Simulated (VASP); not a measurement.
# Te2Mo (P6_3/mmc) in VASP: vibrations by perturbation theory with LDA

Aim: the vibrations by perturbation theory of Te2Mo with LDA.

All numbers are computed with VASP 6.6.1; they aren't measurements. Logs are shortened: lines on timing, memory, paths and dates and some standing lists are left out, and cuts for length are marked.

## Step 1: The cell of the first run

It takes space group P6_3/mmc (No. 194, hexagonal). Conventional cell: a = 3.473 Å, b = 3.473 Å, c = 13.775 Å, α = 90.00°, β = 90.00°, γ = 120.00°. Te (site symmetry 3m) has 3 Mo at 2.69 Å and 7 Te at 3.47 to 3.59 Å within 3.6 Å. Within 3.5 Å of Mo (site symmetry -6m2) lie 6 Te at 2.69 Å and 6 Mo at 3.47 Å.

## Step 2: Vibrations by perturbation theory, LDA

INCAR reads:

```
SYSTEM = Te2Mo
PREC = Accurate
ENCUT = 520
EDIFF = 1E-8
ISMEAR = 0
SIGMA = 0.01
LREAL = .FALSE.
LASPH = .TRUE.
NELM = 100
ALGO = Normal
ISIF = 2
LWAVE = .FALSE.
LCHARG = .FALSE.
GGA = CA
IBRION = 8
NSW = 1
LEPSILON = .TRUE.
```

KPOINTS reads:

```
regular mesh
0
G
  6 6 2
  0 0 0
```

POSCAR reads:

```
Te2Mo
1.0
    3.4730035695      0.0000000000      0.0000000000
   -1.7365017848      3.0077093186      0.0000000000
    0.0000000000      0.0000000000     13.7754506914
Te Mo
4 2
Direct
    0.3333333333      0.6666666667      0.6196218644
    0.6666666667      0.3333333333      0.1196218644
    0.3333333333      0.6666666667      0.8803781356
    0.6666666667      0.3333333333      0.3803781356
    0.3333333333      0.6666666667      0.2500000000
    0.6666666667      0.3333333333      0.7500000000
```

Potentials or basis: VASP PAW LDA potentials, release 64 (Te, Mo_sv).

Launch:

```sh
$ cat potpaw_LDA.64/Te/POTCAR potpaw_LDA.64/Mo_sv/POTCAR > POTCAR
$ mpirun -np 1 vasp_std > vasp.out
```

OUTCAR:

```text
SYSTEM = Te2Mo
   PREC = Accurate
   ENCUT = 520
   EDIFF = 1E-8
   ISMEAR = 0
   LREAL = .FALSE.
   LASPH = .TRUE.
   NELM = 100
   ISIF = 2
   GGA = CA
   IBRION = 8
   NSW = 1
   LEPSILON = .TRUE.

 ion  position               nearest neighbor table
   1  0.333  0.667  0.620-   6 2.69   6 2.69   6 2.69   3 3.59
   2  0.667  0.333  0.120-   5 2.69   5 2.69   5 2.69   4 3.59
   3  0.333  0.667  0.880-   6 2.69   6 2.69   6 2.69   1 3.59
   4  0.667  0.333  0.380-   5 2.69   5 2.69   5 2.69   2 3.59
   5  0.333  0.667  0.250-   2 2.69   4 2.69   2 2.69   4 2.69   2 2.69   4 2.69
   6  0.667  0.333  0.750-   1 2.69   3 2.69   1 2.69   3 2.69   1 2.69   3 2.69

  LATTYP: Found a hexagonal cell.
 ALAT       =     3.4730035695
 C/A-ratio  =     3.9664372396

  Lattice vectors:

 A1 = (   3.4730035695,   0.0000000000,   0.0000000000)
 A2 = (  -1.7365017848,   3.0077093186,   0.0000000000)
 A3 = (   0.0000000000,   0.0000000000,  13.7754506914)

Analysis of symmetry for initial positions (statically):
=====================================================================
 Subroutine PRICEL returns:
 Original cell was already a primitive cell.

 Routine SETGRP: Setting up the symmetry group for a
[... 800 lines left out ...]
  1Z    -0.000000   -0.000000  -13.100507    0.000000   -0.000000    0.132380   -0.000000   -0.000000    1.714023    0.000000   -0.000000    0.388713   -0.000000    0.000000   -0.127553    0.000000    0.000000   10.992944
  2X    -0.027282    0.000000   -0.000000   -7.138319    0.000000    0.000000    0.113580   -0.000000    0.000000   -0.319555    0.000000    0.000000    7.303176   -0.000000    0.000000    0.068400   -0.000000   -0.000000
  2Y     0.000000   -0.027282    0.000000    0.000000   -7.138319   -0.000000   -0.000000    0.113580    0.000000    0.000000   -0.319555   -0.000000   -0.000000    7.303176   -0.000000   -0.000000    0.068400   -0.000000
  2Z     0.000000    0.000000    0.132380    0.000000    0.000000  -13.100507    0.000000    0.000000    0.388713    0.000000    0.000000    1.714023   -0.000000   -0.000000   10.992944    0.000000   -0.000000   -0.127553
  3X    -0.319555    0.000000    0.000000    0.113580   -0.000000    0.000000   -7.138319    0.000000    0.000000   -0.027282    0.000000   -0.000000    0.068400   -0.000000   -0.000000    7.303176   -0.000000    0.000000
  3Y     0.000000   -0.319555   -0.000000   -0.000000    0.113580    0.000000    0.000000   -7.138319   -0.000000    0.000000   -0.027282    0.000000   -0.000000    0.068400   -0.000000   -0.000000    7.303176   -0.000000
  3Z     0.000000    0.000000    1.714023    0.000000    0.000000    0.388713    0.000000    0.000000  -13.100507    0.000000    0.000000    0.132380    0.000000   -0.000000   -0.127553   -0.000000   -0.000000   10.992944
  4X     0.113580   -0.000000    0.000000   -0.319555    0.000000   -0.000000   -0.027282    0.000000    0.000000   -7.138319    0.000000    0.000000    7.303176   -0.000000    0.000000    0.068400   -0.000000   -0.000000
  4Y    -0.000000    0.113580    0.000000    0.000000   -0.319555   -0.000000    0.000000   -0.027282   -0.000000    0.000000   -7.138319    0.000000   -0.000000    7.303176    0.000000   -0.000000    0.068400    0.000000
  4Z     0.000000   -0.000000    0.388713   -0.000000   -0.000000    1.714023    0.000000   -0.000000    0.132380   -0.000000   -0.000000  -13.100507    0.000000    0.000000   10.992944   -0.000000    0.000000   -0.127553
  5X     0.063508   -0.000000    0.000000    7.300533   -0.000000    0.000000    0.063508   -0.000000   -0.000000    7.300533   -0.000000    0.000000  -14.812411    0.000000   -0.000000    0.084329   -0.000000   -0.000000
  5Y    -0.000000    0.063508   -0.000000   -0.000000    7.300533    0.000000   -0.000000    0.063508    0.000000   -0.000000    7.300533   -0.000000    0.000000  -14.812411    0.000000   -0.000000    0.084329    0.000000
  5Z    -0.000000   -0.000000   -0.218094   -0.000000   -0.000000   11.077768   -0.000000    0.000000   -0.218094    0.000000    0.000000   11.077768    0.000000    0.000000  -22.265701    0.000000   -0.000000    0.546353
  6X     7.300533   -0.000000    0.000000    0.063508   -0.000000   -0.000000    7.300533   -0.000000    0.000000    0.063508   -0.000000    0.000000    0.084329   -0.000000   -0.000000  -14.812411    0.000000   -0.000000
  6Y    -0.000000    7.300533   -0.000000   -0.000000    0.063508    0.000000   -0.000000    7.300533    0.000000   -0.000000    0.063508   -0.000000   -0.000000    0.084329    0.000000    0.000000  -14.812411    0.000000
  6Z     0.000000    0.000000   11.077768   -0.000000    0.000000   -0.218094   -0.000000   -0.000000   11.077768   -0.000000   -0.000000   -0.218094    0.000000   -0.000000    0.546353    0.000000    0.000000  -22.265701

 Eigenvectors and eigenvalues of the dynamical matrix
 ----------------------------------------------------

   1 f  =    8.925841 THz    56.082712 2PiTHz  297.734004 cm-1    36.914295 meV
             X         Y         Z           dx          dy          dz
     -0.000000  2.005140  8.535570    -0.000000   -0.000000   -0.262157
      1.736502  1.002570  1.647845    -0.000000   -0.000000    0.262157
     -0.000000  2.005140 12.127606    -0.000000   -0.000000   -0.262157
      1.736502  1.002570  5.239880    -0.000000   -0.000000    0.262157
     -0.000000  2.005140  3.443863    -0.000000   -0.000000   -0.602119
      1.736502  1.002570 10.331588     0.000000    0.000000    0.602119
[... 145 lines left out ...]
  18 f/i=    0.001638 THz     0.010291 2PiTHz    0.054632 cm-1     0.006774 meV
             X         Y         Z           dx          dy          dz
     -0.000000  2.005140  8.535570    -0.419918    0.072883   -0.000000
      1.736502  1.002570  1.647845    -0.419918    0.072883   -0.000000
     -0.000000  2.005140 12.127606    -0.419918    0.072883   -0.000000
      1.736502  1.002570  5.239880    -0.419918    0.072883   -0.000000
     -0.000000  2.005140  3.443863    -0.364302    0.063230   -0.000000
      1.736502  1.002570 10.331588    -0.364302    0.063230   -0.000000

--------------------------------------------------------------------------------------------------------

 MACROSCOPIC STATIC DIELECTRIC TENSOR IONIC CONTRIBUTION
 ------------------------------------------------------
           1.930326    -0.000000    -0.000000
          -0.000000     1.930326     0.000000
          -0.000000     0.000000     0.415227
 ------------------------------------------------------

 ELASTIC MODULI CONTR FROM IONIC RELAXATION (kBar)
 Direction    XX          YY          ZZ          XY          YZ          ZX
 --------------------------------------------------------------------------------
 XX        -333.7037   -184.1928   -675.7405      0.0000      0.0000      0.0000
 YY        -184.1928   -333.7037   -675.7405      0.0000     -0.0000     -0.0000
 ZZ        -675.7405   -675.7405  -1763.3839      0.0000      0.0000     -0.0000
 XY           0.0000      0.0000      0.0000    -74.7554      0.0000      0.0000
 YZ           0.0000      0.0000      0.0000     -0.0000   -875.3798      0.0000
 ZX          -0.0000     -0.0000     -0.0000      0.0000      0.0000   -615.4450
 --------------------------------------------------------------------------------

 PIEZOELECTRIC TENSOR IONIC CONTR  for field in x, y, z        (C/m^2)
          XX          YY          ZZ          XY          YZ          ZX
  --------------------------------------------------------------------------------
  x     0.00000    -0.00000    -0.00000     0.00000    -0.00000    -0.00000
  y     0.00000    -0.00000     0.00000    -0.00000    -0.00000     0.00000
  z     0.00000     0.00000    -0.00000     0.00000     0.00000     0.00000
```

OSZICAR:

```text
N       E                     dE             d eps       ncg     rms          rms(c)
DAV:   1     0.423339563098E+03    0.42334E+03   -0.27214E+04   988   0.151E+03
DAV:   2    -0.153155649851E+02   -0.43866E+03   -0.42988E+03  1029   0.366E+02
DAV:   3    -0.418535675707E+02   -0.26538E+02   -0.26069E+02  1093   0.738E+01
DAV:   4    -0.426008514844E+02   -0.74728E+00   -0.74489E+00  1076   0.119E+01
[... 279 lines left out ...]
RMM:  14    -0.825545534727E+00   -0.17862E-06   -0.59865E-07  1777   0.719E-05    0.218E-05
RMM:  15    -0.825545547604E+00   -0.12876E-07   -0.23888E-07  1585   0.487E-05    0.791E-06
RMM:  16    -0.825545506716E+00    0.40888E-07   -0.44956E-08  1724   0.304E-05    0.419E-06
RMM:  17    -0.825545524735E+00   -0.18019E-07   -0.20270E-07  1824   0.176E-05    0.378E-06
RMM:  18    -0.825545533706E+00   -0.89713E-08   -0.54897E-08  1595   0.120E-05    0.130E-06
 Linear response finished
```

stdout:

```text
POSCAR found type information on POSCAR TeMo
 POSCAR found :  2 types and       6 ions
 scaLAPACK will be used
 LDA part: xc-table for (Slater(with rela. corr.)+CA(PZ))
 , standard interpolation
 POSCAR, INCAR and KPOINTS ok, starting setup
 FFT: planning ... GRIDC
 FFT: planning ... GRID_SOFT
 FFT: planning ... GRID
 WAVECAR not read
[... 33 lines left out ...]
 force on displaced ion       1 direction 3 :  -0.000   0.000 -13.101
 Born effective charge ion    1 direction 3 :   0.000   0.000   0.935
 Linear response progress:
 first order change of Fermi-energy  -0.81410E+00
 force on displaced ion       5 direction 1 : -14.812   0.001  -0.000
 Born effective charge ion    5 direction 1 :  -3.368   0.002   0.000
 Linear response progress:
 first order change of Fermi-energy   0.48324E-01
 force on displaced ion       5 direction 3 :  -0.000  -0.000 -22.266
 Born effective charge ion    5 direction 3 :   0.000   0.000  -1.906
 Born effective charges drift removed
 Linear response finished
```

Wall time 24 min (1 thread of AMD EPYC 9R45 (Zen 5), shared host); peak memory 0.57 GiB.

What came out:

| Item | Value |
| --- | --- |
| Electronic dielectric tensor (diagonal) | 20.51, 20.51, 12.44 |
| Born charges (mean of the diagonal) | Te +1.44; Mo -2.87 e |
| Highest phonon frequency at Γ, LO-TO splitting left out | 298 cm⁻¹ |

Phonon frequencies in cm⁻¹ (negative: imaginary):
```
              q point                                                     frequencies
(0.000, 0.000, 0.000)  0 0 0 28 28 37 119 119 122 122 176 179 240 240 240 240 291 298
```

Electronic dielectric tensor:
```
20.51  0.00  0.00
 0.00 20.51  0.00
 0.00  0.00 12.44
```

Born effective charge tensors (e):
atom 1, Te
```
1.68 0.00 0.00
0.00 1.68 0.00
0.00 0.00 0.95
```
atom 2, Te
```
1.68 0.00 0.00
0.00 1.68 0.00
0.00 0.00 0.95
```
atom 3, Te
```
1.68 0.00 0.00
0.00 1.68 0.00
0.00 0.00 0.95
```
atom 4, Te
```
1.68 0.00 0.00
0.00 1.68 0.00
0.00 0.00 0.95
```
atom 5, Mo
```
-3.36  0.00  0.00
 0.00 -3.36  0.00
 0.00  0.00 -1.89
```
atom 6, Mo
```
-3.36  0.00  0.00
 0.00 -3.36  0.00
 0.00  0.00 -1.89
```

Caveat: spin-orbit coupling is left out, which moves the levels of the heavy elements.
